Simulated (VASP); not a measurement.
**SrO: single point with PBE**

SrO:

```
Sr O
1.0
     0.00000    2.59754    2.59754
     2.59754    0.00000    2.59754
     2.59754    2.59754    0.00000
Sr O
1 1
Direct
  0.00000 0.00000 0.00000
  0.50000 0.50000 0.50000
```

```
Program                : VASP 6.6.1
Task                   : single point
Functional             : PBE
Potentials or basis    : VASP PAW PBE potentials, release 64 (Sr_sv, O)
Cutoff                 : 600 eV
k mesh                 : 8 × 8 × 8
Occupations            : gaussian, width 0.02 eV
Spin                   : no spin polarisation
Dipole correction      : no
Further INCAR settings : ALGO = Normal; EDIFF = 1e-06; NBANDS = 15
```

* Pressure: 0.4 GPa
* Band gap on the k mesh: 3.28 eV (least direct gap 3.39 eV)

Levels at points of the mesh, in eV from the valence-band top:
```csv
k point,band 5,band 6,band 7,band 8,band 9,band 10,band 11,band 12
"(0.00, 0.00, 0.00)",-14.17,0.00,0.00,0.00,3.77,6.14,6.14,6.14
"(0.50, 0.00, 0.00)",-12.99,-2.11,-1.08,-1.08,6.42,8.21,8.67,8.67
"(0.50, 0.50, 0.00)",-14.50,-0.48,-0.11,-0.11,3.28,7.57,9.97,10.11
```

It took 45 s on 1 thread of Intel Xeon 8259CL, with other jobs on the host, peak memory 0.18 GiB.

A k mesh can miss the band edges.
